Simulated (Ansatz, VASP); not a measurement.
## H5CF in VASP and in Ansatz

```xyz
28
Lattice="7.9602 0.0000 0.0000 0.0000 7.9602 0.0000 0.0000 0.0000 7.9602" Properties=species:S:1:pos:R:3 pbc="T T T"
F     8.1825    0.7734    0.6352
F     4.9331    4.6553    5.4249
F     6.7885    6.3218    4.7245
F     1.2439    5.7217    5.3654
H     7.3315    0.8127    0.2332
H     5.5849    5.2921    5.1417
H     7.6818    6.0459    4.9720
H     1.5044    4.9289    5.8313
H     2.0884    3.8712    7.8797
H     2.2876    2.2446    7.1625
H     2.8272    3.6756    6.2511
H     1.0458    3.3127    6.5230
H     5.0571    1.9147    2.9520
H     4.3513    0.3452    3.4426
H     3.4705    1.3965    2.2950
H     3.6212    1.8784    4.0103
H     6.3527    0.6473    6.5640
H     4.5916    0.6743    6.7199
H     5.4858    2.2111    6.4647
H     5.5529    1.3666    8.0416
H     4.8777    5.2540    1.9037
H     4.3140    6.6958    1.0079
H     5.4249    5.5338    0.2206
H     6.0177    6.5841    1.5549
C     2.0641    3.2960    6.9480
C     4.1249    1.3824    3.1736
C     5.5058    1.2303    6.9519
C     5.1608    6.0169    1.1698
```

Alike in both runs: functional PBE; dispersion D3(BJ); k mesh 1 × 1 × 1; occupations fermi-dirac, width 0.05 eV; no spin polarisation.

Ansatz relaxed the structure, and its values are those at the end. VASP's run is a single point on that final structure, the one shown.

```csv
,VASP,Ansatz
version,VASP 6.6.1,Ansatz 0.2.0
potentials or method,"VASP PAW PBE potentials, release 64 (F_h, H_h, C_h), cutoff 1010 eV","scalar-relativistic, plane waves, PAW"
valence electrons in the cell,64,64
```

|  | VASP | Ansatz | Ansatz less VASP |
| --- | --- | --- | --- |
| rms of the force components (eV/Å) | 0.058 | 0.055 | -0.0028 |
